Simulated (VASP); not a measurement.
The system is BeCu2SiS4.

```
Cu Be Si S
1.0
    -2.49285    2.49285    4.98571
     2.49285   -2.49285    4.98571
     2.49285    2.49285   -4.98571
Cu Be Si S
2 1 1 4
Direct
  0.75000 0.25000 0.50000
  0.25000 0.75000 0.50000
  0.00000 0.00000 0.00000
  0.50000 0.50000 0.00000
  0.88300 0.88300 0.51000
  0.11700 0.62700 0.00000
  0.62700 0.11700 0.00000
  0.37300 0.37300 0.49000
```

```yaml
Program: VASP 6.6.1
Task: relaxation of cell and atoms
Functional: PBE
Potentials_or_basis: VASP PAW PBE potentials, release 64 (Cu, Be, Si, S)
Cutoff: 600 eV
k_mesh: 6 × 6 × 6
Occupations: fermi-dirac, width 0.02 eV
Spin: no spin polarisation
```

At the start: pressure 10.1 GPa; volume 15.49 Å³/atom.

Task: Where does the relaxation end?

Result: Over 16 steps the energy falls by 104.8 meV/atom and the volume is 16.93 Å³/atom (+9.3 %); space group I-42m (No. 121, to 0.1 Å) before and after.

Step by step:
| step | energy change (eV) | largest force (eV/Å) | pressure (GPa) | volume (Å³) |
| --- | --- | --- | --- | --- |
| 1 | 0.0000 | 2.0199 | 10.13 | 123.93 |
| 2 | -0.6643 | 0.4961 | -4.17 | 142.34 |
| 3 | -0.7020 | 0.6783 | -2.02 | 138.40 |
| 4 | -0.8054 | 0.1476 | -0.22 | 135.82 |
| 5 | -0.8127 | 0.0533 | 0.41 | 135.03 |
| 6 | -0.8128 | 0.0675 | 0.45 | 134.96 |
| 7 | -0.8266 | 0.0692 | 0.06 | 135.56 |
| 8 | -0.8352 | 0.0728 | -0.68 | 136.73 |
| 9 | -0.8356 | 0.0732 | -0.45 | 136.52 |
| 10 | -0.8385 | 0.0342 | 0.14 | 135.40 |
| 11 | -0.8385 | 0.0364 | 0.08 | 135.47 |
| 12 | -0.8387 | 0.0088 | -0.07 | 135.59 |
| 13 | -0.8387 | 0.0051 | -0.05 | 135.56 |
| 14 | -0.8387 | 0.0060 | -0.02 | 135.56 |
| 15 | -0.8387 | 0.0057 | -0.04 | 135.56 |
| 16 | -0.8387 | 0.0024 | 0.02 | 135.48 |

Final structure:
```
Cu Be Si S
1.0
    -2.51684    2.51684    5.34687
     2.51684   -2.51684    5.34687
     2.51684    2.51684   -5.34687
Cu Be Si S
2 1 1 4
Direct
  0.75000 0.25000 0.50000
  0.25000 0.75000 0.50000
  0.00000 0.00000 0.00000
  0.50000 0.50000 0.00000
  0.86691 0.86691 0.50320
  0.13309 0.63629 0.00000
  0.63629 0.13309 0.00000
  0.36371 0.36371 0.49680
```
